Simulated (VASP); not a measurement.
# Ti5Al2C3 in VASP: further runs

Runs on Ti5Al2C3. Level: PBEsol. Tasks: single point.

Program: VASP 6.6.1. These are calculated values, not measurements. Logs are shortened: lines on timing, memory, paths and dates and some standing lists are left out, and cuts for length are marked.

**1. The cell of the first run**

The cell holds a disordered packing, 20 atoms: a = 6.502 Å, b = 6.674 Å, c = 6.906 Å, α = 89.09°, β = 88.53°, γ = 90.50°.

**2. Single point, PBEsol**

File INCAR:

```
SYSTEM = Ti5Al2C3
PREC     = Accurate       ! precision mode
ENCUT    = 520            ! plane-wave cutoff, eV
EDIFF    = 1E-6           ! SCF threshold, eV
ISMEAR   = -1             ! smearing method
SIGMA    = 0.3619         ! smearing width, eV
LREAL    = Auto         
LASPH    = .TRUE.         ! aspherical terms in the spheres
NELM     = 60             ! most SCF steps
ALGO     = Normal         ! electronic algorithm
ISIF     = 2              ! what is computed and relaxed
LWAVE    = .FALSE.        ! write WAVECAR
LCHARG   = .TRUE.         ! write CHGCAR
GGA      = PS             ! functional
LELF     = .TRUE.         ! ELF
LVHAR    = .TRUE.       
ISYM     = 0            
NBANDS   = 94             ! bands
```

File KPOINTS:

```
Automatic mesh
0
Gamma
  1 1 1
  0.25 0.25 0.25
```

File POSCAR:

```
Ti5Al2C3
1.0
    6.5014610000     -0.0292500000      0.0858630000
   -0.0292500000      6.6734590000      0.0542490000
    0.0858630000      0.0542490000      6.9054160000
Ti Al C
10 4 6
Direct
    0.6810641318      0.3955016204      0.8344168147
    0.2154729653      0.3360239249      0.2342291736
    0.6079493736      0.7917045064      0.3588998063
    0.3676765374      0.6449437820      0.5630823160
    0.1370415220     -0.0546770862      0.4783269221
    0.0657400277      0.7960728139      0.1086952922
    0.6681904940      0.3677817419      0.2522294628
    0.8014012845      0.8352170246      0.7309889213
    0.5058385906      0.8361906696      1.0172100672
    0.1949627318      0.4693285677      0.7926727817
   -0.0749845181      0.5611916989      0.4691866945
    0.8790730950      0.1531669665      0.0070308570
    0.2259056987      0.0884526871      0.7947678444
    0.5718667211      0.1414700254      0.5474513339
    0.6151335038      0.0436038446      0.8650516243
   -0.0892916417      0.5368391344     -0.0586321140
    0.7552556699      0.7129424495      0.9920371296
    0.3121884238      0.8857225369      0.2820600531
    0.3013403156      1.0969603594      0.2368747971
    0.6376532165      0.4941302553      0.4994443651
```

Potentials or basis: VASP PAW PBE potentials, release 64 (Ti_sv, Al, C).

The run is started by

```bash
> cat potpaw_PBE.64/Ti_sv/POTCAR potpaw_PBE.64/Al/POTCAR potpaw_PBE.64/C/POTCAR > POTCAR
> mpirun -np 1 vasp_std > vasp.out
```

OUTCAR:

```text
SYSTEM = Ti5Al2C3
   PREC = Accurate
   ENCUT = 520
   EDIFF = 1E-6
   ISMEAR = -1
   LREAL = Auto
   LASPH = .TRUE.
   NELM = 60
   ISIF = 2
   GGA = PS
   ISYM = 0

 ion  position               nearest neighbor table
   1  0.681  0.396  0.834-  16 1.93  15 2.39  12 2.40  20 2.42  17 2.45  14 2.73   7 2.89  11 3.13

   2  0.215  0.336  0.234-  19 1.69  11 2.90  12 2.99
   3  0.608  0.792  0.359-  18 2.11  20 2.21   4 2.28   9 2.48  14 2.70  11 2.70   8 2.91
   4  0.368  0.645  0.563-  20 2.07  10 2.23   3 2.28   5 2.58  11 3.02
   5  0.137  0.945  0.478-  18 1.80  19 2.19  13 2.48   4 2.58   6 2.80   8 2.84  11 2.90
   6  0.066  0.796  0.109-  18 2.11  17 2.26  16 2.33  12 2.77   5 2.80  11 3.04  13 3.05
   7  0.668  0.368  0.252-  20 1.92  14 2.58  12 2.61  11 2.62   1 2.89
   8  0.801  0.835  0.731-  17 1.98  15 2.07  11 2.70   9 2.72  14 2.84   5 2.84   3 2.91  12 2.92

   9  0.506  0.836  0.017-  17 1.83  15 1.85  18 2.22   3 2.48   8 2.72  13 2.94
  10  0.195  0.469  0.793-  16 2.15   4 2.23  13 2.55  11 2.94
  11  0.925  0.561  0.469-  20 1.92   7 2.62   3 2.70   8 2.70   5 2.90   2 2.90  10 2.94   4 3.02
                             6 3.04   1 3.13
  12  0.879  0.153  0.007-  15 2.13   1 2.40  16 2.60   7 2.61  13 2.70   6 2.77   8 2.92   2 2.99

  13  0.226  0.088  0.795-   5 2.48  10 2.55  15 2.61  12 2.70  14 2.81   9 2.94   6 3.05
  14  0.572  0.141  0.547-  15 2.30  20 2.40   7 2.58   3 2.70   1 2.73  13 2.81   8 2.84
  15  0.615  0.044  0.865-   9 1.85   8 2.07  12 2.13  14 2.30   1 2.39  13 2.61
  16  0.911  0.537  0.941-  17 1.59   1 1.93  10 2.15   6 2.33  12 2.60
  17  0.755  0.713  0.992-  16 1.59   9 1.83   8 1.98   6 2.26   1 2.45
  18  0.312  0.886  0.282-  19 1.44   5 1.80   3 2.11   6 2.11   9 2.22
  19  0.301  0.097  0.237-  18 1.44   2 1.69   5 2.19
  20  0.638  0.494  0.499-   7 1.92  11 1.92   4 2.07   3 2.21  14 2.40   1 2.42

IMPORTANT INFORMATION: All symmetrisations will be switched off!
NOSYMM: (Re-)initialisation of all symmetry stuff for point group C_1.

----------------------------------------------------------------------------------------

                                     Primitive cell

  volume of cell :     299.5324

  direct lattice vectors                    reciprocal lattice vectors
     6.501461000 -0.029250000  0.085863000     0.153840020  0.000689880 -0.001918290
    -0.029250000  6.673459000  0.054249000     0.000689880  0.149859992 -0.001185879
     0.085863000  0.054249000  6.905416000    -0.001918290 -0.001185879  0.144847036

  length of vectors
     6.502093751  6.673743593  6.906162867     0.153853526  0.149866272  0.144864592

  position of ions in fractional coordinates (direct lattice)
     0.681064132  0.395501620  0.834416815
     0.215472965  0.336023925  0.234229174
     0.607949374  0.791704506  0.358899806
     0.367676537  0.644943782  0.563082316
     0.137041522  0.945322914  0.478326922
     0.065740028  0.796072814  0.108695292
[... 12 lines left out ...]
     0.301340316  0.096960359  0.236874797
     0.637653216  0.494130255  0.499444365

  ion indices of the primitive-cell ions
   primitive index   ion index
                 1           1
                 2           2
                 3           3
                 4           4
                 5           5
                 6           6
[... 12 lines left out ...]
                19          19
                20          20

----------------------------------------------------------------------------------------

 KPOINTS: Automatic mesh

Automatic generation of k-mesh.
 Grid dimensions read from file:
 generate k-points for:    1    1    1

 Generating k-lattice:

  Cartesian coordinates                     Fractional coordinates (reciprocal lattice)
     0.153840020  0.000689880 -0.001918290     1.000000000 -0.000000000  0.000000000
     0.000689880  0.149859992 -0.001185879     0.000000000  1.000000000  0.000000000
    -0.001918290 -0.001185879  0.144847036     0.000000000 -0.000000000  1.000000000

  Length of vectors
     0.153853526  0.149866272  0.144864592

  Shift w.r.t. Gamma in fractional coordinates (k-lattice)
     0.250000000  0.250000000  0.250000000

 Subroutine IBZKPT returns following result:
 ===========================================

 Found      1 irreducible k-points:

 Following reciprocal coordinates:
            Coordinates               Weight
  0.250000  0.250000  0.250000      2.000000
   k-points           NKPTS =      1   k-points in BZ     NKDIM =      1   number of bands    NBANDS=     94
   number of dos      NEDOS =    301   number of ions     NIONS =     20
   total plane-waves  NPLWV = 129600
   dimension x,y,z NGX =    48 NGY =   50 NGZ =   54
   dimension x,y,z NGXF=    96 NGYF=  100 NGZF=  108
   ions per type =              10   4   6
   NGX,Y,Z   is equivalent  to a cutoff of  12.27, 12.46, 13.00 a.u.
   NGXF,Y,Z  is equivalent  to a cutoff of  24.55, 24.91, 26.00 a.u.
 SYSTEM =  Ti5Al2C3
   PREC   = accura    normal or accurate (medium, high low for compatibility)
   ISTART =      0    job   : 0-new  1-cont  2-samecut
   ICHARG =      2    charge: 1-file 2-atom 10-const
   ISPIN  =      1    spin polarized calculation?
   LNONCOLLINEAR =      F non collinear calculations
   LSORBIT =      F    spin-orbit coupling
   LASPH  =      T    aspherical Exc in radial PAW
   ENCUT  =  520.0 eV  38.22 Ry    6.18 a.u.  12.09 12.41 12.84*2*pi/ulx,y,z
   NELM   =     60;   NELMIN=  2; NELMDL= -5     # of ELM steps
   EDIFF  = 0.1E-05   stopping-criterion for ELM
   LREAL  =      T    real-space projection
   EDIFFG = 0.1E-04   stopping-criterion for IOM
   NSW    =      0    number of steps for IOM
   IBRION =     -1    ionic relax: 0-MD 1-quasi-New 2-CG
   NFREE  =      0    steps in history (QN), initial steepest desc. (CG)
   ISIF   =      2    stress and relaxation
   ISYM   =      0    0-nonsym 1-usesym 2-fastsym
   POTIM  = 0.5000    time-step for ionic-motion
   TEBEG  =    0.0;   TEEND  =   0.0 temperature during run
   PSTRESS=    0.0 pullay stress
   NELECT =     156.0000    total number of electrons
   NUPDOWN=      -1.0000    fix difference up-down
   EMIN   =  10.00;   EMAX   =-10.00  energy-range for DOS
   EFERMI =   0.00;   METHOD = LEGACY
   ISMEAR =    -1;   SIGMA  =   0.36  broadening in eV -4-tet -1-fermi 0-gaus
   EFERMI_NEDOS =   21; number of points for ismear=-14 and -15
   IALGO  =     38    algorithm
   IMIX   =      4    mixing-type and parameters
     AMIX     =   0.40;   BMIX     =  1.00
     AMIX_MAG =   1.60;   BMIX_MAG =  1.00
  volume/ion in A,a.u.               =      14.98       101.07
  Fermi-wavevector in a.u.,A,eV,Ry     =   1.317150  2.489052 23.604517  1.734883
  Thomas-Fermi vector in A             =   2.447211
   LORBIT       =      0    0 simple, 1 ext, 2 COOP (PROOUT), +10 PAW based schemes
   GGA     = PS    functional components
   LHFCALC =     F    Hartree Fock is set to
   AEXX    =    0.0000 exact exchange contribution
   IVDW    =     0    specifies the selected vdW correction
   LEPSILON=     F    determine dielectric tensor
   LRPA    =     F    only Hartree local field effects (RPA)
 non-spin polarized calculation
  energy-cutoff  :      520.00
  volume of cell :      299.53
 maximum number of plane-waves:      8086
 NGX is ok and might be reduce to    48
   NGX = 25   NGY = 25   NGZ = 25

 number of electron     156.0000011 magnetization

 Free energy of the ion-electron system (eV)
  ---------------------------------------------------
  ext. energy  EPLUGINS =         0.00000000
  ---------------------------------------------------
  free energy    TOTEN  =      -151.82291916 eV

  energy without entropy =     -144.94081970  energy(sigma->0) =     -148.38186943

 E-fermi :   7.1304     XC(G=0): -10.9600

 val. band max:        7.0902701511   @ k =   0.2500   0.2500   0.2500
 cond. band min:       7.2910418342   @ k =   0.2500   0.2500   0.2500
 fundamental gap:      0.2007716831
 Fermi energy:         7.1303806228

 k-point     1 :       0.2500    0.2500    0.2500
  band No.  band energies     occupation
      1     -49.5983      2.00000
      2     -49.4443      2.00000
      3     -49.3583      2.00000
      4     -49.3469      2.00000
      5     -49.3249      2.00000
      6     -49.2653      2.00000
[... 82 lines left out ...]
     89       8.3543      0.06574
     90       8.4684      0.04839
 [bands above 90 left out]

------------------------ aborting loop because EDIFF is reached ----------------------------------------

  FORCE on cell =-STRESS in cart. coord.  units (eV):
  Direction    XX          YY          ZZ          XY          YZ          ZX
  --------------------------------------------------------------------------------------
  -------------------------------------------------------------------------------------
  Total        5.9091875      3.3303050     12.7270420    -10.7514280     -2.3950278     -4.6843641
  in kB       31.6078222     17.8135638     68.0760389    -57.5086212    -12.8108328    -25.0563291
  external PRESSURE =      39.1658083 kB  Pullay stress =       0.0000000 kB

 VOLUME and BASIS-vectors are now :
 -----------------------------------------------------------------------------
  energy-cutoff  :      520.00
  volume of cell :      299.53
      direct lattice vectors                 reciprocal lattice vectors
     6.501461000 -0.029250000  0.085863000     0.153840020  0.000689880 -0.001918290
    -0.029250000  6.673459000  0.054249000     0.000689880  0.149859992 -0.001185879
     0.085863000  0.054249000  6.905416000    -0.001918290 -0.001185879  0.144847036

 POSITION                                       TOTAL-FORCE (eV/Angst)
 -----------------------------------------------------------------------------------
      4.48799      2.66471      5.84193        -2.814671      1.034093     -2.022588
      1.41117      2.24885      1.65418        -2.284504      5.961168     -0.702640
      3.96022      5.28509      2.57350         2.358710      0.606053     -0.315088
      2.41992      4.32380      3.95487         0.350014     -0.138305     -0.240098
      0.90439      6.33051      3.36610        -3.705850      2.059986      0.757652
      0.41345      5.31653      0.79942        -1.125079     -1.077796     -1.039513
[... 12 lines left out ...]
      1.97665      0.65110      1.66685         2.203286     -5.890160      0.483427
      4.17411      3.30600      3.53043        -0.873861     -0.411765      1.944176
 -----------------------------------------------------------------------------------
    total drift:                               -0.005745      0.017946     -0.009219

  FREE ENERGIE OF THE ION-ELECTRON SYSTEM (eV)
  ---------------------------------------------------
  free  energy   TOTEN  =      -151.8229191605 eV

  energy  without entropy=     -144.9408196998  energy(sigma->0) =     -148.38186943
```

Wall time 2.8 min (1 thread of Intel Xeon Platinum 8259CL at 2.50GHz (Skylake/Cascade Lake), shared host); peak memory 0.34 GiB.

Results:

- Free energy: -151.8229 eV
- Pressure: 3.9 GPa
- Largest force: 6.785 eV/Å

Forces in eV/Å, atoms in the order of the input:
```
Ti  -2.815  1.034 -2.023
Ti  -2.285  5.961 -0.703
Ti   2.359  0.606 -0.315
Ti   0.350 -0.138 -0.240
Ti  -3.706  2.060  0.758
Ti  -1.125 -1.078 -1.040
Ti  -0.291  0.260 -2.087
Ti   0.543  0.545  0.269
Ti  -4.487 -0.643  0.368
Ti  -2.019  0.577  1.500
Al   2.702 -0.004  0.171
Al   1.139 -1.728  0.514
Al   1.066 -0.898  1.896
Al  -0.993 -0.148  1.279
C    0.893  4.250 -3.086
C    0.676  2.769  1.251
C    3.727 -5.438  1.601
C    2.937 -1.685 -2.544
C    2.203 -5.890  0.483
C   -0.874 -0.412  1.944
```

Stress tensor (GPa, compression positive):
```
 3.16 -5.75 -2.51
-5.75  1.78 -1.28
-2.51 -1.28  6.81
```

Levels at points of the mesh, in eV from the Fermi level:
| k point | band 75 | band 76 | band 77 | band 78 | band 79 | band 80 | band 81 | band 82 | band 83 | band 84 |
| --- | --- | --- | --- | --- | --- | --- | --- | --- | --- | --- |
| (0.25, 0.25, 0.25) | -0.36 | -0.26 | -0.19 | -0.09 | -0.04 | 0.16 | 0.29 | 0.54 | 0.63 | 0.72 |

Caveat: the k points lie up to 0.97 Å⁻¹ apart, too coarse for converged energies, forces and pressures; the atoms stand as in a frame of molecular dynamics; so wide a smearing shifts energies and pressures; the PAW data sets were made with another functional, which shifts forces and pressure a little.

**3. Single point, PBEsol**

File INCAR:

```
SYSTEM = Ti5Al2C3
ALGO = Normal ; EDIFF = 1E-7
ENCUT = 520 ; GGA = PS
ISIF = 2 ; ISMEAR = -1
ISYM = 0 ; LASPH = .TRUE.
LCHARG = .FALSE. ; LREAL = Auto
LWAVE = .FALSE. ; NBANDS = 94
NELM = 60 ; PREC = Accurate
SIGMA = 0.1448
```

KPOINTS is that of step 2.

File POSCAR:

```
Ti5Al2C3
1.0
    6.5014610000     -0.0292500000      0.0858630000
   -0.0292500000      6.6734590000      0.0542490000
    0.0858630000      0.0542490000      6.9054160000
Ti Al C
10 4 6
Direct
    0.4344576296      0.4724240552      0.7315033058
    0.3407672539      0.1884658422      0.1564889961
    0.7479280789      0.6169096449      0.4702883823
    0.2970829834      0.7043766598      0.4330571590
    0.9428045219      0.0232648612      0.2660129209
    0.0999893741      0.6170546906      0.0365446502
    0.7418063731      0.3419656385      0.1378858255
    0.8713797882      0.8705694360      0.6976980382
    0.6426916477      0.7807178098      0.0654101660
    0.9491613030      0.3064094658      0.8183185135
    0.0439470223      0.3891379161      0.3966252336
    0.1845271696     -0.0423636992      0.9034236506
    0.2686647736      0.1324309364      0.5165444617
    0.6504140899      0.2074080021      0.5048722363
    0.7702389613      0.0612705868      0.9944283015
    0.0427495043      0.3415983547      0.1070952177
    0.7729586368      0.6161798851      0.8160305346
    0.3131474680      0.8674776473      0.1304365188
    0.4678243728      0.9106674569      0.2781420261
    0.4544078600      0.4223461999      0.4412686099
```

Potentials or basis: VASP PAW PBE potentials, release 64 (Ti_sv, Al, C).

The run is started by

```bash
> cat potpaw_PBE.64/Ti_sv/POTCAR potpaw_PBE.64/Al/POTCAR potpaw_PBE.64/C/POTCAR > POTCAR
> mpirun -np 1 vasp_std > vasp.out
```

Run time: 2 min. Hardware: 1 thread of Intel Xeon Platinum 8259CL at 2.50GHz (Skylake/Cascade Lake), shared host; peak memory 0.33 GiB.

Results (log left out):

```
Free energy   : -153.7878 eV
Pressure      : -5.8 GPa
Largest force : 2.855 eV/Å
```

Forces on the atoms (eV/Å):
```
Ti   1.127 -0.150  1.402
Ti   0.383  1.275 -0.006
Ti  -1.019  0.630 -0.212
Ti  -0.542  0.756 -0.699
Ti   0.634 -0.510 -0.792
Ti  -0.246  0.393  0.569
Ti  -2.085  0.916 -0.489
Ti   0.518  1.800  1.054
Ti  -0.008  0.348 -1.519
Ti  -0.104 -0.490 -1.260
Al   0.138  0.623 -0.410
Al   0.300  1.369 -2.487
Al  -0.283 -1.406  2.196
Al   1.524 -0.887  0.211
C    0.124 -0.430 -1.113
C    1.094 -1.978  0.916
C   -0.600 -1.870  0.606
C   -0.141 -0.826  1.464
C   -0.645  0.356  1.583
C   -0.168  0.081 -1.013
```

Stress tensor (GPa, compression positive):
```
-6.58  1.04  1.27
 1.04 -4.66  0.66
 1.27  0.66 -6.03
```

Levels at points of the mesh, in eV from the Fermi level:
| k point | band 74 | band 75 | band 76 | band 77 | band 78 | band 79 | band 80 | band 81 | band 82 | band 83 |
| --- | --- | --- | --- | --- | --- | --- | --- | --- | --- | --- |
| (0.25, 0.25, 0.25) | -0.52 | -0.38 | -0.22 | -0.18 | -0.03 | 0.02 | 0.15 | 0.29 | 0.37 | 0.52 |

Caveat: the k points lie up to 0.97 Å⁻¹ apart, too coarse for converged energies, forces and pressures; the atoms stand as in a frame of molecular dynamics; the PAW data sets were made with another functional, which shifts forces and pressure a little.

**4. Single point, PBEsol**

File INCAR:

```
PREC = Accurate
ENCUT = 520
EDIFF = 1E-6
ISMEAR = -1
SIGMA = 0.1448
LREAL = Auto
LASPH = True
NELM = 100
ALGO = Normal
ISIF = 2
LWAVE = False
LCHARG = False
GGA = PS
ISYM = 0
NBANDS = 94
```

KPOINTS is that of step 3.

File POSCAR:

```
Ti5Al2C3
1.0
    6.5014610000     -0.0292500000      0.0858630000
   -0.0292500000      6.6734590000      0.0542490000
    0.0858630000      0.0542490000      6.9054160000
Ti Al C
10 4 6
Direct
    0.4211271389      0.3872728471      0.7461428241
    0.2974100604      0.2575174094      0.1609130309
    0.6920028935      0.6341371385      0.4444485676
    0.2578789538      0.7340763422      0.4476872692
    1.0010998475     -0.0186831056      0.1606501482
    0.0576612600      0.6248973962     -0.0011900844
    0.6873167893      0.3671767466      0.1001318309
    0.9049345103      0.8658142344      0.7135161809
    0.6598050737      0.7941501460      0.0242006138
    0.8956958137      0.3036554675      0.7726555308
    0.0463057741      0.4236996370      0.4056349054
    0.3000517458     -0.0484372203      0.8591184554
    0.2177519185      0.1222964294      0.4771154566
    0.6745157982      0.1804095862      0.4711904410
    0.7605925469      0.0326028799      0.8970552344
   -0.0083476166      0.3302688476      0.0862544699
    0.6778141955      0.5429499949      0.8010753220
    0.3270368255      0.9345533391      0.1601215702
    0.4705956076      1.0127829136      0.2928841346
    0.3915594942      0.4174580613      0.4104197118
```

The run is started by

```bash
> cat potpaw_PBE.64/Ti_sv/POTCAR potpaw_PBE.64/Al/POTCAR potpaw_PBE.64/C/POTCAR > POTCAR
> mpirun -np 1 vasp_std > vasp.out
```

Run time: 1.7 min. Hardware: 1 thread of Intel Xeon Platinum 8259CL at 2.50GHz (Skylake/Cascade Lake), shared host; peak memory 0.32 GiB.

The run converged. Its results:

| Quantity | Value |
| --- | --- |
| Free energy | -153.5732 eV |
| Pressure | -8.7 GPa |
| Largest force | 3.503 eV/Å |

Forces in eV/Å, atoms in the order of the input:
```
Ti   0.198  1.192 -0.518
Ti   0.821  0.880 -2.661
Ti  -0.411 -0.847  0.527
Ti   1.286  0.439 -0.685
Ti  -1.870  1.669 -0.087
Ti   0.323 -0.897  0.396
Ti   0.164 -0.323 -0.388
Ti   0.954 -0.672 -1.404
Ti  -2.816 -1.159  1.064
Ti   0.745 -0.342  0.350
Al  -1.899  0.697 -0.974
Al  -0.014  0.284 -0.856
Al   0.598 -1.227  3.226
Al  -0.956 -0.694 -0.661
C    0.289  2.191  0.547
C    0.634 -0.874  0.617
C    1.661  1.069  0.365
C   -0.330 -0.606 -0.395
C    0.577 -1.204  0.663
C    0.046  0.423  0.873
```

Stress tensor (GPa, compression positive):
```
 -7.83  -2.05  -1.96
 -2.05  -7.82   0.94
 -1.96   0.94 -10.39
```

Levels at points of the mesh, in eV from the Fermi level:
| k point | band 76 | band 77 | band 78 | band 79 | band 80 | band 81 |
| --- | --- | --- | --- | --- | --- | --- |
| (0.25, 0.25, 0.25) | -0.28 | -0.20 | -0.04 | 0.04 | 0.17 | 0.27 |

Caveat: the k points lie up to 0.97 Å⁻¹ apart, too coarse for converged energies, forces and pressures; the atoms stand as in a frame of molecular dynamics; the PAW data sets were made with another functional, which shifts forces and pressure a little.

[end of part 1 of 2]
